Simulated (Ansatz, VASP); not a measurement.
# Two plane-wave programs on MgS

The input INCAR:

```
ALGO     = Normal         # electronic algorithm
EDIFF    = 1E-6           # SCF threshold, eV
ENCUT    = 520            # plane-wave cutoff, eV
GGA      = PS             # functional
ISIF     = 2              # what is computed and relaxed
ISMEAR   = 0              # smearing method
LASPH    = T              # aspherical terms in the spheres
LCHARG   = F              # write CHGCAR
LREAL    = F              # projectors in reciprocal space
LWAVE    = F              # write WAVECAR
NBANDS   = 11             # bands
NELM     = 60             # most SCF steps
PREC     = Accurate       # precision mode
SIGMA    = 0.01           # smearing width, eV
```

The input KPOINTS:

```
k-points
0
Gamma
  7 7 7
```

The input POSCAR:

```
MgS
1.0
    0.0000000000      2.8331200000      2.8331200000
    2.8331200000      0.0000000000      2.8331200000
    2.8331200000      2.8331200000      0.0000000000
Mg S
1 1
Direct
    0.0000000000      0.0000000000      0.0000000000
    0.7500000000      0.7500000000      0.7500000000
```

Input for Ansatz:

```yaml
crystal:
  lattice:
    - [0.0, 2.83312, 2.83312]
    - [2.83312, 0.0, 2.83312]
    - [2.83312, 2.83312, 0.0]
  atoms:
    - { symbol: Mg, position: [0.0, 0.0, 0.0] }
    - { symbol: S, position: [0.75, 0.75, 0.75] }
kpoints:
  mp_grid:
    grid: [7, 7, 7]
    shift: [0.0, 0.0, 0.0]
  band_path:
    path:
      - [-0.375, 0.0, 0.375]
      - [0.0, 0.0, 0.0]
      - [0.0, 0.0, 0.5]
      - [-0.5, -0.25, 0.25]
      - [-0.5, -0.5, 0.0]
    npoints: 1
hamiltonian:
  xc: pbesol
scf:
  mixing:
    algorithm: broyden
    beta: 0.5
  occupations:
    method: gaussian
    width: 0.01
output:
  fatbands: true
```

Alike in both runs: task single point; functional PBEsol; k mesh 7 × 7 × 7; occupations gaussian, width 0.01 eV; no spin polarisation.

```csv
,VASP,Ansatz
version,VASP 6.6.1,Ansatz 0.2.0
potentials or method,"VASP PAW PBE potentials, release 64 (Mg, S)","plane waves, PAW"
plane-wave cutoff (eV),520,420
valence electrons in the cell,8,16
```

```tsv
	VASP	Ansatz	Ansatz less VASP
gap on the k mesh at the Fermi level (eV)	3.28	3.28	-0.002
```

VASP's potentials were made for PBE, not for PBEsol. VASP's potentials hold 8 valence electrons a cell and Ansatz's 16, so a difference there can come from the potentials and not from the codes.
